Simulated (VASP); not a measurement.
Here is a VASP 6.6.1 calculation.

Contents of INCAR:

```
SYSTEM = InSe
ALGO = Normal
EDIFF = 1E-7
ENCUT = 520
GGA = PS
ISIF = 2
ISMEAR = -1
LASPH = .True.
LCHARG = .False.
LREAL = .False.
LWAVE = .False.
NBANDS = 27
NELM = 60
PREC = Accurate
SIGMA = 0.05
```

Contents of KPOINTS:

```
k-points
0
Gamma
  6 6 6
  0 0 0
```

The input POSCAR:

```
InSe
1.0
    2.0000000000      1.1547005384      8.4400000000
   -2.0000000000      1.1547005384      8.4400000000
    0.0000000000     -2.3094010768      8.4400000000
In Se
2 2
Direct
    0.8886000000      0.8886000000      0.8886000000
    0.0000000000      0.0000000000      0.0000000000
    0.1719000000      0.1719000000      0.1719000000
    0.3835000000      0.3835000000      0.3835000000
```

Potentials or basis: VASP PAW PBE potentials, release 64 (In_d, Se).

Run with:

```bash
$ cat potpaw_PBE.64/In_d/POTCAR potpaw_PBE.64/Se/POTCAR > POTCAR
$ mpirun -np 1 vasp_std > vasp.out
```

**Question.** What does it give for the largest force?

**Answer.** 0.317 eV/Å.

**Question.** Estimate the pressure.

**Answer.** 0.3 GPa.

**Question.** What does it give for the band gap on the k mesh?

**Answer.** 0.33 eV.

Forces on the atoms (eV/Å):
```
In   0.000  0.000  0.317
In   0.000  0.000 -0.299
Se   0.000  0.000 -0.106
Se   0.000  0.000  0.088
```

Caveat: the PAW data sets were made with another functional, which shifts forces and pressure a little; spin-orbit coupling is left out, which moves the levels of the heavy elements.

**Experimental background.**

From “The Interaction of Hydrogen with the van der Waals Crystal γ-InSe”, 2020, pmc:7321205, for a bulk crystal of InSe at 300 K: band gap 1.25 eV.

Against the measured gap of InSe, 1.25 eV (300 K; “The Interaction of Hydrogen with the van der Waals Crystal γ-InSe”, 2020, pmc:7321205), the calculated 0.33 eV is off by -0.92 eV. Spin-orbit coupling on In, Se is left out. The value is that of PBEsol on a finite k mesh, which can miss the band edges, without temperature or zero-point motion. Semilocal functionals fall short of measured gaps as a rule.
